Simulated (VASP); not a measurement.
# Sr2ScBe6Zn (Fm-3m) in VASP: single point with r2SCAN

Aim: the single point of Sr2ScBe6Zn with r2SCAN.

Program: VASP 6.6.1. These are calculated values, not measurements. Logs are shortened: lines on timing, memory, paths and dates and some standing lists are left out, and cuts for length are marked.

## Step 1: The cell of the first run

The structure is cubic, space group Fm-3m (No. 225). Conventional cell: a = 9.466 Å, b = 9.466 Å, c = 9.466 Å, α = 90.00°, β = 90.00°, γ = 90.00°. Within 2.8 Å of Zn (site symmetry m-3m) lie 6 Be at 2.13 Å. Within 3.4 Å of Sc (site symmetry m-3m) lie 6 Be at 2.61 Å. Be (site symmetry 4mm) has 1 Zn at 2.13 Å and 1 Sc at 2.61 Å within 2.8 Å. Sr (site symmetry -43m) has 12 Be at 3.36 Å and 4 Zn at 4.10 Å and 4 Sc at 4.10 Å within 4.4 Å.

## Step 2: Single point, r2SCAN

POSCAR

```
Sr2ScBe6Zn
1.0
    0.0000000000      4.7331288181      4.7331288181
    4.7331288181      0.0000000000      4.7331288181
    4.7331288181      4.7331288181      0.0000000000
Zn Sc Be Sr
1 1 6 2
Direct
    0.5000000000      0.5000000000      0.5000000000
    0.0000000000      0.0000000000      0.0000000000
    0.7245521019      0.2754478981      0.2754478981
    0.2754478981      0.7245521019      0.2754478981
    0.2754478981      0.7245521019      0.7245521019
    0.7245521019      0.2754478981      0.7245521019
    0.2754478981      0.2754478981      0.7245521019
    0.7245521019      0.7245521019      0.2754478981
    0.2500000000      0.2500000000      0.2500000000
    0.7500000000      0.7500000000      0.7500000000
```

INCAR.step1

```
PREC = Accurate
ENCUT = 520
ISMEAR = -1
SIGMA = 0.032
LREAL = False
LASPH = True
NELM = 60
NBANDS = 38
GGA = PE
ALGO = Normal
EDIFF = 1E-4
LWAVE = True
LCHARG = False
```

INCAR.step2

```
PREC = Accurate
ENCUT = 520
EDIFF = 1E-6
ISMEAR = -1
SIGMA = 0.032
LREAL = False
LASPH = True
NELM = 60
ALGO = Normal
ISIF = 2
LWAVE = False
LCHARG = False
METAGGA = R2SCAN
LMIXTAU = True
NBANDS = 38
ISTART = 1
```

KPOINTS

```
regular mesh
0
Gamma
  7 7 7
```

Potentials or basis: VASP PAW PBE potentials, release 64 (Zn, Sc_sv, Be, Sr_sv).

On the command line:

```bash
$ cat potpaw_PBE.64/Zn/POTCAR potpaw_PBE.64/Sc_sv/POTCAR potpaw_PBE.64/Be/POTCAR potpaw_PBE.64/Sr_sv/POTCAR > POTCAR
$ cp INCAR.step1 INCAR
$ mpirun -np 1 vasp_std > vasp.out
$ cp INCAR.step2 INCAR
$ mpirun -np 1 vasp_std > vasp.out
```

OUTCAR:

```text
PREC = Accurate
   ENCUT = 520
   EDIFF = 1E-6
   ISMEAR = -1
   LREAL = False
   LASPH = True
   NELM = 60
   ISIF = 2
   METAGGA = R2SCAN
   ISTART = 1

 ion  position               nearest neighbor table
   1  0.500  0.500  0.500-   3 2.13   4 2.13   5 2.13   6 2.13   7 2.13   8 2.13
   2  0.000  0.000  0.000-   3 2.61   4 2.61   5 2.61   6 2.61   7 2.61   8 2.61   9 4.10  10 4.10
                            10 4.10  10 4.10  10 4.10   9 4.10   9 4.10   9 4.10
   3  0.725  0.275  0.275-   1 2.13   2 2.61   9 3.36   9 3.36  10 3.36  10 3.36
   4  0.275  0.725  0.275-   1 2.13   2 2.61   9 3.36   9 3.36  10 3.36  10 3.36
   5  0.275  0.725  0.725-   1 2.13   2 2.61   9 3.36   9 3.36  10 3.36  10 3.36
   6  0.725  0.275  0.725-   1 2.13   2 2.61   9 3.36   9 3.36  10 3.36  10 3.36
   7  0.275  0.275  0.725-   1 2.13   2 2.61   9 3.36   9 3.36  10 3.36  10 3.36
   8  0.725  0.725  0.275-   1 2.13   2 2.61   9 3.36   9 3.36  10 3.36  10 3.36
   9  0.250  0.250  0.250-   3 3.36   4 3.36   7 3.36   5 3.36   6 3.36   7 3.36   4 3.36   5 3.36
                             8 3.36   3 3.36   6 3.36   8 3.36   2 4.10   2 4.10   2 4.10   2 4.10
  10  0.750  0.750  0.750-   4 3.36   5 3.36   7 3.36   3 3.36   6 3.36   7 3.36   3 3.36   4 3.36
                             8 3.36   5 3.36   6 3.36   8 3.36   2 4.10   2 4.10   2 4.10   2 4.10

  LATTYP: Found a face centered cubic cell.
 ALAT       =     9.4662576362

  Lattice vectors:

 A1 = (   0.0000000000,   4.7331288181,   4.7331288181)
 A2 = (   4.7331288181,   0.0000000000,   4.7331288181)
 A3 = (   4.7331288181,   4.7331288181,   0.0000000000)

Analysis of symmetry for initial positions (statically):
=====================================================================
 Subroutine PRICEL returns:
 Original cell was already a primitive cell.

 Routine SETGRP: Setting up the symmetry group for a
 face centered cubic supercell.

 Subroutine GETGRP returns: Found 48 space group operations
 (whereof 48 operations were pure point group operations)
 out of a pool of 48 trial point group operations.

The static configuration has the point symmetry O_h .

Analysis of symmetry for dynamics (positions and initial velocities):
=====================================================================
 Subroutine PRICEL returns:
 Original cell was already a primitive cell.

 Routine SETGRP: Setting up the symmetry group for a
 face centered cubic supercell.

 Subroutine GETGRP returns: Found 48 space group operations
 (whereof 48 operations were pure point group operations)
 out of a pool of 48 trial point group operations.
[... 121 lines left out ...]
   TEBEG  =    0.0;   TEEND  =   0.0 temperature during run
   PSTRESS=    0.0 pullay stress
   NELECT =      55.0000    total number of electrons
   NUPDOWN=      -1.0000    fix difference up-down
   EMIN   =  10.00;   EMAX   =-10.00  energy-range for DOS
   EFERMI =   0.00;   METHOD = LEGACY
   ISMEAR =    -1;   SIGMA  =   0.03  broadening in eV -4-tet -1-fermi 0-gaus
   EFERMI_NEDOS =   21; number of points for ismear=-14 and -15
   IALGO  =     38    algorithm
   IMIX   =      4    mixing-type and parameters
     AMIX     =   0.40;   BMIX     =  1.00
     AMIX_MAG =   1.60;   BMIX_MAG =  1.00
  volume/ion in A,a.u.               =      21.21       143.11
  Fermi-wavevector in a.u.,A,eV,Ry     =   1.044009  1.972890 14.829724  1.089954
  Thomas-Fermi vector in A             =   2.178743
   LORBIT       =      0    0 simple, 1 ext, 2 COOP (PROOUT), +10 PAW based schemes
   METAGGA = R2SCAN    functional components
   LHFCALC =     F    Hartree Fock is set to
   AEXX    =    0.0000 exact exchange contribution
   IVDW    =     0    specifies the selected vdW correction
   LEPSILON=     F    determine dielectric tensor
   LRPA    =     F    only Hartree local field effects (RPA)
 non-spin polarized calculation
  energy-cutoff  :      520.00
  volume of cell :      212.07
 maximum number of plane-waves:      5769
 NGX is ok and might be reduce to    50
   NGX = 25   NGY = 25   NGZ = 25

 number of electron      55.0000011 magnetization

 Free energy of the ion-electron system (eV)
  ---------------------------------------------------
  ext. energy  EPLUGINS =         0.00000000
  ---------------------------------------------------
  free energy    TOTEN  =       -69.16367121 eV

  energy without entropy =      -69.12244793  energy(sigma->0) =      -69.14305957

 E-fermi :   2.1383     XC(G=0):  -9.2911

 val. band max:        2.1241268310   @ k =   0.2857   0.2857   0.0000
 cond. band min:       2.1394487876   @ k =  -0.2857   0.2857   0.0000
 fundamental gap:      0.0153219565
 Fermi energy:         2.1382682155

 k-point     1 :       0.0000    0.0000    0.0000
  band No.  band energies     occupation
      1     -48.9059      2.00000
      2     -34.4310      2.00000
      3     -34.4271      2.00000
      4     -26.5806      2.00000
      5     -26.5806      2.00000
      6     -26.5806      2.00000
[... 809 lines left out ...]
     37       5.9121      0.00000
     38       6.1055      0.00000

------------------------ aborting loop because EDIFF is reached ----------------------------------------

  FORCE on cell =-STRESS in cart. coord.  units (eV):
  Direction    XX          YY          ZZ          XY          YZ          ZX
  --------------------------------------------------------------------------------------
  -------------------------------------------------------------------------------------
  Total        0.1364581      0.1364581      0.1364581     -0.0000000      0.0000000     -0.0000000
  in kB        1.0309437      1.0309437      1.0309437     -0.0000000      0.0000000     -0.0000000
  external PRESSURE =       1.0309437 kB  Pullay stress =       0.0000000 kB

 VOLUME and BASIS-vectors are now :
 -----------------------------------------------------------------------------
  energy-cutoff  :      520.00
  volume of cell :      212.07
      direct lattice vectors                 reciprocal lattice vectors
     0.000000000  4.733128818  4.733128818    -0.105638367  0.105638367  0.105638367
     4.733128818  0.000000000  4.733128818     0.105638367 -0.105638367  0.105638367
     4.733128818  4.733128818  0.000000000     0.105638367  0.105638367 -0.105638367

 POSITION                                       TOTAL-FORCE (eV/Angst)
 -----------------------------------------------------------------------------------
      4.73313      4.73313      4.73313         0.000000     -0.000000     -0.000000
      0.00000      0.00000      0.00000         0.000000     -0.000000     -0.000000
      2.60746      4.73313      4.73313         0.005630     -0.000000     -0.000000
      4.73313      2.60746      4.73313         0.000000      0.005630     -0.000000
      6.85880      4.73313      4.73313        -0.005630     -0.000000     -0.000000
      4.73313      6.85880      4.73313         0.000000     -0.005630     -0.000000
      4.73313      4.73313      2.60746         0.000000     -0.000000      0.005630
      4.73313      4.73313      6.85880         0.000000     -0.000000     -0.005630
      2.36656      2.36656      2.36656         0.000000     -0.000000     -0.000000
      7.09969      7.09969      7.09969         0.000000     -0.000000     -0.000000
 -----------------------------------------------------------------------------------
    total drift:                               -0.000000     -0.000000     -0.000000

  FREE ENERGIE OF THE ION-ELECTRON SYSTEM (eV)
  ---------------------------------------------------
  free  energy   TOTEN  =       -69.1636712057 eV

  energy  without entropy=      -69.1224479254  energy(sigma->0) =      -69.14305957
```

OSZICAR.step1:

```text
N       E                     dE             d eps       ncg     rms          rms(c)
DAV:   1     0.463755170886E+03    0.46376E+03   -0.22425E+04  1520   0.133E+03
DAV:   2     0.273661273662E+02   -0.43639E+03   -0.42519E+03  1584   0.391E+02
DAV:   3    -0.243666012377E+02   -0.51733E+02   -0.50303E+02  2402   0.127E+02
DAV:   4    -0.272923695222E+02   -0.29258E+01   -0.28987E+01  2296   0.259E+01
DAV:   5    -0.275202819844E+02   -0.22791E+00   -0.22768E+00  2496   0.550E+00    0.240E+01
DAV:   6    -0.259798426253E+02    0.15404E+01   -0.11003E+01  2128   0.257E+01    0.109E+01
DAV:   7    -0.258128704185E+02    0.16697E+00   -0.27181E+00  2144   0.105E+01    0.787E+00
DAV:   8    -0.257410670288E+02    0.71803E-01   -0.93191E-01  2354   0.522E+00    0.145E+00
DAV:   9    -0.257158941580E+02    0.25173E-01   -0.14669E-01  2404   0.252E+00    0.757E-01
DAV:  10    -0.257142068249E+02    0.16873E-02   -0.19184E-02  2472   0.789E-01    0.212E-01
DAV:  11    -0.257139077488E+02    0.29908E-03   -0.30229E-03  1912   0.328E-01    0.741E-02
DAV:  12    -0.257139280464E+02   -0.20298E-04   -0.21861E-04  1528   0.108E-01
   1 F= -.25713928E+02 E0= -.25689553E+02  d E =-.487506E-01
```

Wall time 22 min (1 thread of AMD EPYC 7R43 (Zen 3), shared host); peak memory 0.43 GiB.

What came out:

| Property | Result |
| --- | --- |
| Free energy | -69.1637 eV |
| Pressure | 0.1 GPa |
| Largest force | 0.006 eV/Å |
| Band gap on the k mesh | zero (an odd number of electrons rules out a gap without spin polarisation) |

Forces in eV/Å, atoms in the order of the input:
```
Zn   0.000  0.000  0.000
Sc   0.000  0.000  0.000
Be   0.006  0.000  0.000
Be   0.000  0.006  0.000
Be  -0.006  0.000  0.000
Be   0.000 -0.006  0.000
Be   0.000  0.000  0.006
Be   0.000  0.000 -0.006
Sr   0.000  0.000  0.000
Sr   0.000  0.000  0.000
```

Caveat: the PAW data sets were made with another functional, which shifts forces and pressure a little.
